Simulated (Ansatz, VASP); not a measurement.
## One calculation of AlN, two programs

The input INCAR:

```
SYSTEM = AlN
PREC = Accurate
ENCUT = 520
EDIFF = 1E-6
ISMEAR = 0
SIGMA = 0.026000000000000002
LREAL = .FALSE.
LASPH = .TRUE.
NELM = 100
ALGO = Normal
ISIF = 2
LWAVE = .FALSE.
LCHARG = .FALSE.
GGA = PE
NBANDS = 11
```

KPOINTS

```
regular mesh
0
G
  10 10 10
  0 0 0
```

Contents of POSCAR:

```
AlN
1.0
    0.0000000000      2.1839935596      2.1839935596
    2.1839935596      0.0000000000      2.1839935596
    2.1839935596      2.1839935596      0.0000000000
Al N
1 1
Direct
    0.0000000000      0.0000000000      0.0000000000
    0.2500000000      0.2500000000      0.2500000000
```

File input.yaml:

```yaml
crystal:
  lattice:
    - [0.0, 2.1839935596, 2.1839935596]
    - [2.1839935596, 0.0, 2.1839935596]
    - [2.1839935596, 2.1839935596, 0.0]
  atoms:
    - { symbol: Al, position: [0.0, 0.0, 0.0] }
    - { symbol: "N", position: [0.25, 0.25, 0.25] }
kpoints:
  mp_grid: { grid: [10, 10, 10] }
scf:
  occupations: { method: gaussian, width: 0.026 }
hamiltonian:
  xc: pbe
  pseudopotentials: { kind: all_electron, lapw: { basis_error: 0.001 } }
output:
  forces: true
  stress: true
  eigenvalues: true
```

Alike in both runs: task single point; functional PBE; k mesh 10 × 10 × 10; occupations gaussian, width 0.026 eV; no spin polarisation.

|  | VASP | Ansatz |
| --- | --- | --- |
| version | VASP 6.6.1 | Ansatz 0.2.0 |
| potentials or method | VASP PAW PBE potentials, release 64 (Al, N), cutoff 520 eV | all-electron LAPW, scalar-relativistic |

|  | VASP | Ansatz | Ansatz less VASP |
| --- | --- | --- | --- |
| gap on the k mesh at the Fermi level (eV) | 3.32 | 3.32 | 0.000 |
| least direct gap on the mesh (eV) | 4.20 | 4.19 | -0.004 |
| pressure (GPa) | 4.6 | 4.8 | +0.17 |

Ansatz ran all-electron here, and VASP with PAW potentials.
